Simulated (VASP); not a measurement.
# CdF2 (Fm-3m) in VASP: a series of runs

Aim: see how the results for CdF2 move with the level of theory and the settings. Levels: HSE06, PBE-based screened hybrid with 40 % exact exchange, PBE-based screened hybrid with 35 % exact exchange. Tasks: single point.

All numbers are computed with VASP 6.6.1; they aren't measurements. Logs are shortened: lines on timing, memory, paths and dates and some standing lists are left out, and cuts for length are marked.

## 1. The cell of the first run

It takes space group Fm-3m (No. 225, cubic). Conventional cell: a = 5.388 Å, b = 5.388 Å, c = 5.388 Å, α = 90.00°, β = 90.00°, γ = 90.00°. Cd (site symmetry m-3m) has 8 F at 2.33 Å within 3.1 Å. F (site symmetry -43m) has 4 Cd at 2.33 Å and 6 F at 2.69 Å within 3.1 Å.

## 2. Single point, HSE06

POSCAR reads:

```
CdF2
1.0
    0.0000000000      2.6941776810      2.6941776810
    2.6941776810      0.0000000000      2.6941776810
    2.6941776810      2.6941776810      0.0000000000
Cd F
1 2
Direct
    0.0000000000      0.0000000000      0.0000000000
    0.2500000000      0.2500000000      0.2500000000
    0.7500000000      0.7500000000      0.7500000000
```

INCAR.step1 reads:

```
SYSTEM = CdF2
ALGO = Normal
EDIFF = 1E-5
ENCUT = 520
GGA = PE
ISIF = 2
ISMEAR = 0
LASPH = .TRUE.
LCHARG = .FALSE.
LREAL = .FALSE.
LWAVE = .TRUE.
NBANDS = 20
NELM = 100
PREC = Accurate
SIGMA = 0.01
```

INCAR.step2 reads:

```
SYSTEM = CdF2
ALGO = Normal
EDIFF = 1E-7
ENCUT = 520
GGA = PE
HFSCREEN = 0.2079
ISIF = 2
ISMEAR = 0
ISTART = 1
LASPH = .TRUE.
LCHARG = .FALSE.
LHFCALC = .TRUE.
LREAL = .FALSE.
LWAVE = .FALSE.
NBANDS = 20
NELM = 100
PREC = Accurate
PRECFOCK = Normal
SIGMA = 0.01
```

KPOINTS reads:

```
k-points
0
G
  4 4 4
  0 0 0
```

Potentials or basis: VASP PAW PBE potentials, release 64 (Cd, F).

Started as:

```
$ cat potpaw_PBE.64/Cd/POTCAR potpaw_PBE.64/F/POTCAR > POTCAR
$ cp INCAR.step1 INCAR
$ mpirun -np 1 vasp_std > vasp.out
$ cp INCAR.step2 INCAR
$ mpirun -np 1 vasp_std > vasp.out
```

OUTCAR:

```text
SYSTEM = CdF2
   EDIFF = 1E-7
   ENCUT = 520
   GGA = PE
   HFSCREEN = 0.2079
   ISIF = 2
   ISMEAR = 0
   ISTART = 1
   LASPH = .TRUE.
   LHFCALC = .TRUE.
   LREAL = .FALSE.
   NELM = 100
   PREC = Accurate
   PRECFOCK = Normal

 ion  position               nearest neighbor table
   1  0.000  0.000  0.000-   2 2.33   3 2.33   3 2.33   3 2.33   3 2.33   2 2.33   2 2.33   2 2.33

   2  0.250  0.250  0.250-   1 2.33   1 2.33   1 2.33   1 2.33
   3  0.750  0.750  0.750-   1 2.33   1 2.33   1 2.33   1 2.33

  LATTYP: Found a face centered cubic cell.
 ALAT       =     5.3883553620

  Lattice vectors:

 A1 = (   0.0000000000,   2.6941776810,   2.6941776810)
 A2 = (   2.6941776810,   0.0000000000,   2.6941776810)
 A3 = (   2.6941776810,   2.6941776810,   0.0000000000)

Analysis of symmetry for initial positions (statically):
=====================================================================
 Subroutine PRICEL returns:
 Original cell was already a primitive cell.

 Routine SETGRP: Setting up the symmetry group for a
 face centered cubic supercell.

 Subroutine GETGRP returns: Found 48 space group operations
 (whereof 48 operations were pure point group operations)
 out of a pool of 48 trial point group operations.

The static configuration has the point symmetry O_h .

Analysis of symmetry for dynamics (positions and initial velocities):
=====================================================================
 Subroutine PRICEL returns:
 Original cell was already a primitive cell.

 Routine SETGRP: Setting up the symmetry group for a
 face centered cubic supercell.

 Subroutine GETGRP returns: Found 48 space group operations
 (whereof 48 operations were pure point group operations)
 out of a pool of 48 trial point group operations.

The dynamic configuration has the point symmetry O_h .

 Subroutine INISYM returns: Found 48 space group operations
 (whereof 48 operations are pure point group operations),
 and found     1 'primitive' translations

----------------------------------------------------------------------------------------

                                     Primitive cell

  volume of cell :      39.1119

  direct lattice vectors                    reciprocal lattice vectors
     0.000000000  2.694177681  2.694177681    -0.185585384  0.185585384  0.185585384
     2.694177681  0.000000000  2.694177681     0.185585384 -0.185585384  0.185585384
[... 75 lines left out ...]
   NFREE  =      0    steps in history (QN), initial steepest desc. (CG)
   ISIF   =      2    stress and relaxation
   ISYM   =      3    0-nonsym 1-usesym 2-fastsym
   POTIM  = 0.5000    time-step for ionic-motion
   TEBEG  =    0.0;   TEEND  =   0.0 temperature during run
   PSTRESS=    0.0 pullay stress
   NELECT =      26.0000    total number of electrons
   NUPDOWN=      -1.0000    fix difference up-down
   EMIN   =  10.00;   EMAX   =-10.00  energy-range for DOS
   EFERMI =   0.00;   METHOD = LEGACY
   ISMEAR =     0;   SIGMA  =   0.01  broadening in eV -4-tet -1-fermi 0-gaus
   EFERMI_NEDOS =   21; number of points for ismear=-14 and -15
   IALGO  =     38    algorithm
   IMIX   =      1    mixing-type and parameters
     AMIX     =   0.40;   BMIX     =  1.00
     AMIX_MAG =   1.60;   BMIX_MAG =  1.00
  volume/ion in A,a.u.               =      13.04        87.98
  Fermi-wavevector in a.u.,A,eV,Ry     =   1.428772  2.699988 27.774804  2.041391
  Thomas-Fermi vector in A             =   2.548798
   LORBIT       =      0    0 simple, 1 ext, 2 COOP (PROOUT), +10 PAW based schemes
   GGA     = PE    functional components
   LHFCALC =     T    Hartree Fock is set to
   PRECFOCK=normal    Normal, Fast or Accurate (Low or Medium for compatibility)
   ENCUT4O =  -1.0   cutoff for four orbital integrals eV
   NKREDX  =     1    reduce k-point grid by
   NKREDY  =     1    reduce k-point grid by
   NKREDZ  =     1    reduce k-point grid by
   AEXX    =    0.2500 exact exchange contribution
   HFSCREEN=    0.2079 screening length (either q_TF or 0.3 A-1)
   HFSCREENC=   0.2079 screening length for correlation (either q_TF or 0.3 A-1)
   ENCUTFOCK=  -1.0 apply spherical cutoff to Coloumb kernel
   IVDW    =     0    specifies the selected vdW correction
   LEPSILON=     F    determine dielectric tensor
   LRPA    =     F    only Hartree local field effects (RPA)
 non-spin polarized calculation
 Gauss-broadening in eV      SIGMA  =   0.01
  energy-cutoff  :      520.00
  volume of cell :       39.11
 maximum number of plane-waves:      1067
  NGX = 24; NGY = 24; NGZ = 24

 number of electron      25.9999990 magnetization

 Free energy of the ion-electron system (eV)
  ---------------------------------------------------
  ext. energy  EPLUGINS =         0.00000000
  ---------------------------------------------------
  free energy    TOTEN  =       -14.36240354 eV

  energy without entropy =      -14.36240354  energy(sigma->0) =      -14.36240354

 E-fermi :  -2.7807     XC(G=0):  -8.4987

 val. band max:       -2.8599090342   @ k =  -0.2500   0.5000   0.2500
 cond. band min:       2.3020317434   @ k =   0.0000   0.0000   0.0000
 fundamental gap:      5.1619407775
 Fermi energy:        -2.7806880547

 k-point     1 :       0.0000    0.0000    0.0000
  band No.  band energies     occupation
      1     -25.3235      2.00000
      2     -24.1843      2.00000
      3      -8.9057      2.00000
      4      -8.9057      2.00000
      5      -8.9057      2.00000
      6      -7.6084      2.00000
[... 173 lines left out ...]
     19      18.7080      0.00000
     20      20.9099      0.00000

------------------------ aborting loop because EDIFF is reached ----------------------------------------

  FORCE on cell =-STRESS in cart. coord.  units (eV):
  Direction    XX          YY          ZZ          XY          YZ          ZX
  --------------------------------------------------------------------------------------
  -------------------------------------------------------------------------------------
  Total        0.6559488      0.6559488      0.6559488      0.0000000     -0.0000000      0.0000000
  in kB       26.8702561     26.8702561     26.8702561      0.0000000     -0.0000000      0.0000000
  external PRESSURE =      26.8702561 kB  Pullay stress =       0.0000000 kB

 VOLUME and BASIS-vectors are now :
 -----------------------------------------------------------------------------
  energy-cutoff  :      520.00
  volume of cell :       39.11
      direct lattice vectors                 reciprocal lattice vectors
     0.000000000  2.694177681  2.694177681    -0.185585384  0.185585384  0.185585384
     2.694177681  0.000000000  2.694177681     0.185585384 -0.185585384  0.185585384
     2.694177681  2.694177681  0.000000000     0.185585384  0.185585384 -0.185585384

 POSITION                                       TOTAL-FORCE (eV/Angst)
 -----------------------------------------------------------------------------------
      0.00000      0.00000      0.00000        -0.000000     -0.000000      0.000000
      1.34709      1.34709      1.34709         0.000000     -0.000000     -0.000000
      4.04127      4.04127      4.04127        -0.000000      0.000000     -0.000000
 -----------------------------------------------------------------------------------
    total drift:                                0.000091     -0.000380     -0.000185

  FREE ENERGIE OF THE ION-ELECTRON SYSTEM (eV)
  ---------------------------------------------------
  free  energy   TOTEN  =       -14.3624035418 eV

  energy  without entropy=      -14.3624035418  energy(sigma->0) =      -14.36240354
```

OSZICAR.step1:

```text
N       E                     dE             d eps       ncg     rms          rms(c)
DAV:   1     0.198026482922E+03    0.19803E+03   -0.15577E+04   336   0.133E+03
DAV:   2    -0.374639135366E+01   -0.20177E+03   -0.19314E+03   368   0.347E+02
DAV:   3    -0.125279977510E+02   -0.87816E+01   -0.87472E+01   372   0.789E+01
DAV:   4    -0.125664168028E+02   -0.38419E-01   -0.38418E-01   344   0.533E+00
DAV:   5    -0.125665509177E+02   -0.13411E-03   -0.13411E-03   356   0.283E-01    0.103E+01
DAV:   6    -0.108303879537E+02    0.17362E+01   -0.39711E+00   396   0.366E+01    0.746E+00
DAV:   7    -0.108733180215E+02   -0.42930E-01   -0.86498E-01   332   0.828E+00    0.424E+00
DAV:   8    -0.108659973871E+02    0.73206E-02   -0.12764E-01   328   0.337E+00    0.691E-01
DAV:   9    -0.108580754796E+02    0.79219E-02   -0.30302E-02   372   0.214E+00    0.867E-02
DAV:  10    -0.108586344641E+02   -0.55898E-03   -0.27853E-03   328   0.563E-01    0.117E-01
DAV:  11    -0.108587284392E+02   -0.93975E-04   -0.10773E-04   340   0.102E-01    0.380E-02
DAV:  12    -0.108587507645E+02   -0.22325E-04   -0.38301E-05   328   0.543E-02    0.181E-02
DAV:  13    -0.108587524071E+02   -0.16427E-05   -0.49591E-06   272   0.180E-02
   1 F= -.10858752E+02 E0= -.10858752E+02  d E =-.688269E-18
```

Run time: 11 min. Hardware: 1 thread of Intel Xeon Platinum 8375C at 2.90GHz (Ice Lake), shared host; peak memory 0.27 GiB.

What came out:

- Free energy: -14.3624 eV
- Pressure: 2.7 GPa
- Band gap on the k mesh: 5.16 eV (least direct gap 5.74 eV)

Caveat: the k points lie up to 0.50 Å⁻¹ apart; the PAW data sets were made with another functional, which shifts forces and pressure a little.

(Continued in part 2 of 2.)
